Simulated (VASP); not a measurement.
# GaAs (F-43m) in VASP: further runs

Runs on GaAs. Level: LDA. Tasks: relaxation of cell and atoms, single point.

Program: VASP 6.6.1. These are calculated values, not measurements. Logs are shortened: lines on timing, memory, paths and dates and some standing lists are left out, and cuts for length are marked.

**The experiment to reproduce.**

From “Evidence of valence band perturbations in GaAsN/GaAs(001): A combined variable-angle spectroscopic ellipsometry and modulated photoreflectance investigation”, 2008, arxiv:0805.2212, for a bulk crystal of GaAs at 300 K: band gap 1.418 ± 0.005 eV (direct).

The results are compared with them further down.

### Step 1. The cell of the first run

It takes space group F-43m (No. 216, cubic). The conventional cell has a = 5.603 Å, b = 5.603 Å, c = 5.603 Å, α = 90.00°, β = 90.00°, γ = 90.00°. Ga (site symmetry -43m) has 4 As at 2.43 Å within 3.2 Å. As (site symmetry -43m) has 4 Ga at 2.43 Å within 3.2 Å.

### Step 2. Relaxation of cell and atoms, LDA, target pressure -1 GPa, at which the enthalpy is minimised

INCAR

```
PREC = Accurate ; ENCUT = 600
EDIFF = 1E-6 ; ISMEAR = 0
SIGMA = 0.01 ; LREAL = False
LASPH = True ; NELM = 80
ALGO = Normal ; ISIF = 3
LWAVE = False ; LCHARG = False
GGA = CA ; IBRION = 2
NSW = 80 ; EDIFFG = -0.001
PSTRESS = -10.0
```

KPOINTS

```
Automatic mesh
0
Gamma
  12 12 12
```

POSCAR

```
GaAs
1.0
    0.0000000000      2.8015748656      2.8015748656
    2.8015748656      0.0000000000      2.8015748656
    2.8015748656      2.8015748656      0.0000000000
Ga As
1 1
Direct
    0.0000000000      0.0000000000      0.0000000000
    0.7500000000      0.7500000000      0.7500000000
```

Potentials or basis: VASP PAW LDA potentials, release 64 (Ga_d, As).

The run is started by

```console
$ cat potpaw_LDA.64/Ga_d/POTCAR potpaw_LDA.64/As/POTCAR > POTCAR
$ mpirun -np 1 vasp_std > vasp.out
```

OUTCAR:

```text
PREC = Accurate
   ENCUT = 600
   EDIFF = 1E-6
   ISMEAR = 0
   LREAL = False
   LASPH = True
   NELM = 80
   ISIF = 3
   GGA = CA
   IBRION = 2
   NSW = 80
   EDIFFG = -0.001
   PSTRESS = -10.0

 ion  position               nearest neighbor table
   1  0.000  0.000  0.000-   2 2.43   2 2.43   2 2.43   2 2.43
   2  0.750  0.750  0.750-   1 2.43   1 2.43   1 2.43   1 2.43

  LATTYP: Found a face centered cubic cell.
 ALAT       =     5.6031497312

  Lattice vectors:

 A1 = (   0.0000000000,   2.8015748656,   2.8015748656)
 A2 = (   2.8015748656,   0.0000000000,   2.8015748656)
 A3 = (   2.8015748656,   2.8015748656,   0.0000000000)

Analysis of symmetry for initial positions (statically):
=====================================================================
 Subroutine PRICEL returns:
 Original cell was already a primitive cell.

 Routine SETGRP: Setting up the symmetry group for a
 face centered cubic supercell.

 Subroutine GETGRP returns: Found 24 space group operations
 (whereof 24 operations were pure point group operations)
 out of a pool of 48 trial point group operations.

The static configuration has the point symmetry T_d .

Analysis of symmetry for dynamics (positions and initial velocities):
=====================================================================
 Subroutine PRICEL returns:
 Original cell was already a primitive cell.

 Routine SETGRP: Setting up the symmetry group for a
 face centered cubic supercell.

 Subroutine GETGRP returns: Found 24 space group operations
 (whereof 24 operations were pure point group operations)
 out of a pool of 48 trial point group operations.

The dynamic configuration has the point symmetry T_d .

 Subroutine INISYM returns: Found 24 space group operations
 (whereof 24 operations are pure point group operations),
 and found     1 'primitive' translations

----------------------------------------------------------------------------------------

                                     Primitive cell

  volume of cell :      43.9781

  direct lattice vectors                    reciprocal lattice vectors
     0.000000000  2.801574866  2.801574866    -0.178471047  0.178471047  0.178471047
     2.801574866  0.000000000  2.801574866     0.178471047 -0.178471047  0.178471047
     2.801574866  2.801574866  0.000000000     0.178471047  0.178471047 -0.178471047

  length of vectors
     3.962025171  3.962025171  3.962025171     0.309120921  0.309120921  0.309120921

  position of ions in fractional coordinates (direct lattice)
     0.000000000  0.000000000  0.000000000
     0.750000000  0.750000000  0.750000000

  ion indices of the primitive-cell ions
   primitive index   ion index
                 1           1
[... 76 lines left out ...]
   NSW    =     80    number of steps for IOM
   IBRION =      2    ionic relax: 0-MD 1-quasi-New 2-CG
   NFREE  =      1    steps in history (QN), initial steepest desc. (CG)
   ISIF   =      3    stress and relaxation
   ISYM   =      2    0-nonsym 1-usesym 2-fastsym
   POTIM  = 0.5000    time-step for ionic-motion
   TEBEG  =    0.0;   TEEND  =   0.0 temperature during run
   PSTRESS=  -10.0 pullay stress
   NELECT =      18.0000    total number of electrons
   NUPDOWN=      -1.0000    fix difference up-down
   EMIN   =  10.00;   EMAX   =-10.00  energy-range for DOS
   EFERMI =   0.00;   METHOD = LEGACY
   ISMEAR =     0;   SIGMA  =   0.01  broadening in eV -4-tet -1-fermi 0-gaus
   EFERMI_NEDOS =   21; number of points for ismear=-14 and -15
   IALGO  =     38    algorithm
   IMIX   =      4    mixing-type and parameters
     AMIX     =   0.40;   BMIX     =  1.00
     AMIX_MAG =   1.60;   BMIX_MAG =  1.00
  volume/ion in A,a.u.               =      21.99       148.39
  Fermi-wavevector in a.u.,A,eV,Ry     =   1.215496  2.296954 20.101653  1.477430
  Thomas-Fermi vector in A             =   2.350881
   LORBIT       =      0    0 simple, 1 ext, 2 COOP (PROOUT), +10 PAW based schemes
   GGA     = CA    functional components
   LHFCALC =     F    Hartree Fock is set to
   AEXX    =    0.0000 exact exchange contribution
   IVDW    =     0    specifies the selected vdW correction
   LEPSILON=     F    determine dielectric tensor
   LRPA    =     F    only Hartree local field effects (RPA)
 conjugate gradient relaxation of ions
 non-spin polarized calculation
 Gauss-broadening in eV      SIGMA  =   0.01
  energy-cutoff  :      600.00
  volume of cell :       43.98
 maximum number of plane-waves:      1484
   NGX = 15   NGY = 15   NGZ = 15

--------------------------------------- Ionic step        1  -------------------------------------------

 number of electron      18.0000004 magnetization

 Free energy of the ion-electron system (eV)
  ---------------------------------------------------
  ext. energy  EPLUGINS =         0.00000000
  ---------------------------------------------------
  free energy    TOTEN  =        -9.64189098 eV

  energy without entropy =       -9.64189098  energy(sigma->0) =       -9.64189098

 E-fermi :   4.1570     XC(G=0): -10.0319

 val. band max:        4.0606864353   @ k =   0.0000   0.0000   0.0000
 cond. band min:       4.5969999584   @ k =   0.0000   0.0000   0.0000
 fundamental gap:      0.5363135231
 Fermi energy:         4.1570193864

 k-point     1 :       0.0000    0.0000    0.0000
  band No.  band energies     occupation
      1     -10.9180      2.00000
      2     -10.9180      2.00000
      3     -10.9180      2.00000
      4     -10.8331      2.00000
      5     -10.8331      2.00000
      6      -8.9000      2.00000
      7       4.0607      2.00000
      8       4.0607      2.00000
      9       4.0607      2.00000
     10       4.5970      0.00000
     11       7.7416      0.00000
     12       7.7416      0.00000
     13       7.7416      0.00000
[... 477 lines left out ...]
  energy  without entropy=       -9.6400960995  energy(sigma->0) =       -9.64009610

  enthalpy is  TOTEN    =        -9.9195942185 eV   P V=       -0.2794981190

[... ionic steps 4 to 18 ...]

--------------------------------------- Ionic step       19  -------------------------------------------

 number of electron      18.0000010 magnetization

------------------------ aborting loop because EDIFF is reached ----------------------------------------
[... 71 lines left out ...]
--------------------------------------- Ionic step       21  -------------------------------------------

 number of electron      18.0000010 magnetization

 Free energy of the ion-electron system (eV)
  ---------------------------------------------------
  ext. energy  EPLUGINS =         0.00000000
  ---------------------------------------------------
  free energy    TOTEN  =        -9.64007693 eV

  energy without entropy =       -9.64007693  energy(sigma->0) =       -9.64007693

 E-fermi :   4.0025     XC(G=0):  -9.9514

 val. band max:        3.8840081824   @ k =   0.0000   0.0000   0.0000
 cond. band min:       4.2826111455   @ k =   0.0000   0.0000   0.0000
 fundamental gap:      0.3986029631
 Fermi energy:         4.0024940729

 k-point     1 :       0.0000    0.0000    0.0000
  band No.  band energies     occupation
      1     -11.0590      2.00000
      2     -11.0590      2.00000
      3     -11.0590      2.00000
      4     -10.9787      2.00000
      5     -10.9787      2.00000
      6      -8.9435      2.00000
      7       3.8840      2.00000
      8       3.8840      2.00000
      9       3.8840      2.00000
     10       4.2826      0.00000
     11       7.5607      0.00000
     12       7.5607      0.00000
     13       7.5607      0.00000
[... 401 lines left out ...]
  energy  without entropy=       -9.6400769297  energy(sigma->0) =       -9.64007693

  enthalpy is  TOTEN    =        -9.9195940991 eV   P V=       -0.2795171695

 reached required accuracy - stopping structural energy minimisation
```

OSZICAR:

```text
N       E                     dE             d eps       ncg     rms          rms(c)
DAV:   1     0.838565737808E+02    0.83857E+02   -0.99426E+03  1904   0.210E+03
DAV:   2    -0.297987917532E+01   -0.86836E+02   -0.83417E+02  2055   0.348E+02
DAV:   3    -0.975502307925E+01   -0.67751E+01   -0.67196E+01  2342   0.795E+01
[... 99 lines left out ...]
DAV:   1    -0.964007482492E+01   -0.68674E-05   -0.78941E-07   936   0.181E-02    0.209E-03
DAV:   2    -0.964007473124E+01    0.93683E-07   -0.13931E-07   936   0.849E-03
  20 F= -.99195941E+01 E0= -.99195941E+01  d E =-.158953E-05
       N       E                     dE             d eps       ncg     rms          rms(c)
DAV:   1    -0.964007694145E+01   -0.21165E-05   -0.70338E-08   936   0.489E-03    0.753E-04
DAV:   2    -0.964007692965E+01    0.11801E-07   -0.17438E-08   936   0.264E-03
  21 F= -.99195941E+01 E0= -.99195941E+01  d E =-.157793E-05
```

Wall time 4.6 min (1 thread of AMD EPYC 7R43 (Zen 3), shared host); peak memory 0.17 GiB.

What came out:

| Item | Value |
| --- | --- |
| Free energy | -9.6401 eV |
| Relaxed volume | 22.39 Å³/atom |
| Relaxed cell | a = 3.986 Å, b = 3.986 Å, c = 3.986 Å, α = 60.00°, β = 60.00°, γ = 60.00° |
| Space group after relaxing (to 0.05 Å) | F-43m (No. 216) |
| Energy change on relaxing (the enthalpy is what falls) | +0.9 meV/atom |
| Ionic steps | 21 |
| Pressure after relaxing | -1.0 GPa |
| Band gap on the k mesh | 0.40 eV, direct |

The path:
```
step  energy change (eV)  largest force (eV/Å)  pressure (GPa)  volume (Å³)
   1              0.0000                0.0000            0.30        43.98
   2              0.0045                0.0000           -1.51        45.12
   3              0.0018                0.0000           -0.94        44.78
   4              0.0020                0.0000           -1.09        44.82
   5              0.0019                0.0000           -0.97        44.80
   6              0.0019                0.0000           -1.03        44.80
   7              0.0019                0.0000           -1.03        44.80
   8              0.0019                0.0000           -1.03        44.80
   9              0.0019                0.0000           -1.03        44.80
  10              0.0019                0.0000           -1.03        44.80
  11              0.0019                0.0000           -1.03        44.80
  12              0.0019                0.0000           -1.03        44.80
  13              0.0019                0.0000           -1.03        44.80
  14              0.0019                0.0000           -1.03        44.80
  15              0.0019                0.0000           -1.03        44.79
  16              0.0019                0.0000           -1.03        44.79
  17              0.0018                0.0000           -0.94        44.78
  18              0.0018                0.0000           -1.05        44.79
  19              0.0018                0.0000           -1.03        44.79
  20              0.0018                0.0000           -1.01        44.78
  21              0.0018                0.0000           -1.01        44.78
```

Final structure:
```yaml
crystal:
  lattice:
    - [0.00000, 2.81858, 2.81858]
    - [2.81858, 0.00000, 2.81858]
    - [2.81858, 2.81858, 0.00000]
  atoms:
    - { symbol: Ga, position: [0.00000, 0.00000, 0.00000] }
    - { symbol: As, position: [0.75000, 0.75000, 0.75000] }
```

Levels at points of the mesh, in eV from the valence-band top:
| k point | band 5 | band 6 | band 7 | band 8 | band 9 | band 10 | band 11 | band 12 | band 13 |
| --- | --- | --- | --- | --- | --- | --- | --- | --- | --- |
| (0.00, 0.00, 0.00) | -14.86 | -12.83 | 0.00 | 0.00 | 0.00 | 0.40 | 3.68 | 3.68 | 3.68 |
| (0.50, 0.00, 0.00) | -14.86 | -11.04 | -6.74 | -1.16 | -1.16 | 0.89 | 4.59 | 4.59 | 7.58 |
| (0.50, 0.50, 0.00) | -14.85 | -10.28 | -6.91 | -2.72 | -2.72 | 1.33 | 1.55 | 10.11 | 10.11 |

Caveat: the cell is relaxed towards a set pressure, so the enthalpy falls and the energy may rise. A k mesh can miss the band edges.

### Step 3. Single point, LDA

This run uses another cell than the first one, of 16.56 Å³/atom, 0.753 times its volume.

INCAR

```
PREC = Accurate ; ENCUT = 520
EDIFF = 1E-6 ; ISMEAR = 0
SIGMA = 0.01 ; LREAL = False
LASPH = True ; NELM = 100
ALGO = Normal ; ISIF = 2
LWAVE = False ; LCHARG = True
GGA = CA ; LELF = True
LVHAR = True ; NBANDS = 16
```

KPOINTS

```
regular mesh
0
Gamma
  12 12 12
```

POSCAR

```
GaAs
1.0
    0.0000000000      2.5491422855      2.5491422855
    2.5491422855      0.0000000000      2.5491422855
    2.5491422855      2.5491422855      0.0000000000
Ga As
1 1
Direct
    0.0000000000      0.0000000000      0.0000000000
    0.7500000000      0.7500000000      0.7500000000
```

Potentials or basis: VASP PAW LDA potentials, release 64 (Ga_d, As).

The run is started by

```console
$ cat potpaw_LDA.64/Ga_d/POTCAR potpaw_LDA.64/As/POTCAR > POTCAR
$ mpirun -np 1 vasp_std > vasp.out
```

It took 26 s on 1 thread of Intel Xeon Platinum 8488C (Sapphire Rapids), shared host; peak memory 0.16 GiB.

The run converged. Its results:

```
Free energy            : -8.5548 eV
Pressure               : 41.0 GPa
Band gap on the k mesh : 0.60 eV, indirect (least direct gap 2.85 eV)
```

Levels at points of the mesh, in eV from the valence-band top:
```csv
k point,band 6,band 7,band 8,band 9,band 10,band 11,band 12,band 13
"(0.00, 0.00, 0.00)",-15.50,0.00,0.00,0.00,2.85,3.63,3.63,3.63
"(0.50, 0.00, 0.00)",-12.54,-8.83,-1.72,-1.72,1.84,4.53,4.53,7.59
"(0.50, 0.50, 0.00)",-11.38,-8.63,-4.02,-4.02,0.60,1.15,12.68,12.68
```

### Step 4. Single point, LDA

INCAR

```
ALGO = Normal
EDIFF = 1E-6
ENCUT = 520
GGA = CA
ISIF = 2
ISMEAR = 0
LASPH = T
LCHARG = F
LREAL = F
LWAVE = F
NBANDS = 16
NELM = 60
PREC = Accurate
SIGMA = 0.01
```

KPOINTS

```
k-points
0
Gamma
  12 12 12
```

POSCAR

```
GaAs
1.0
    0.0000000000      2.8014019322      2.8014019322
    2.8014019322      0.0000000000      2.8014019322
    2.8014019322      2.8014019322      0.0000000000
Ga As
1 1
Direct
    0.0000000000      0.0000000000      0.0000000000
    0.7500000000      0.7500000000      0.7500000000
```

The run is started by

```console
$ cat potpaw_LDA.64/Ga_d/POTCAR potpaw_LDA.64/As/POTCAR > POTCAR
$ mpirun -np 1 vasp_std > vasp.out
```

Wall time 43 s (1 thread of Intel Xeon Platinum 8488C (Sapphire Rapids), shared host); peak memory 0.18 GiB.

Results (log left out):

| Item | Value |
| --- | --- |
| Free energy | -9.6420 eV |
| Pressure | 0.3 GPa |
| Band gap on the k mesh | 0.54 eV, direct |

Levels at points of the mesh, in eV from the valence-band top:
| k point | band 7 | band 8 | band 9 | band 10 | band 11 | band 12 |
| --- | --- | --- | --- | --- | --- | --- |
| (0.00, 0.00, 0.00) | 0.00 | 0.00 | 0.00 | 0.54 | 3.68 | 3.68 |
| (0.50, 0.00, 0.00) | -6.84 | -1.19 | -1.19 | 0.94 | 4.59 | 4.59 |
| (0.50, 0.50, 0.00) | -7.00 | -2.79 | -2.79 | 1.29 | 1.54 | 10.26 |

[end of part 1 of 2]
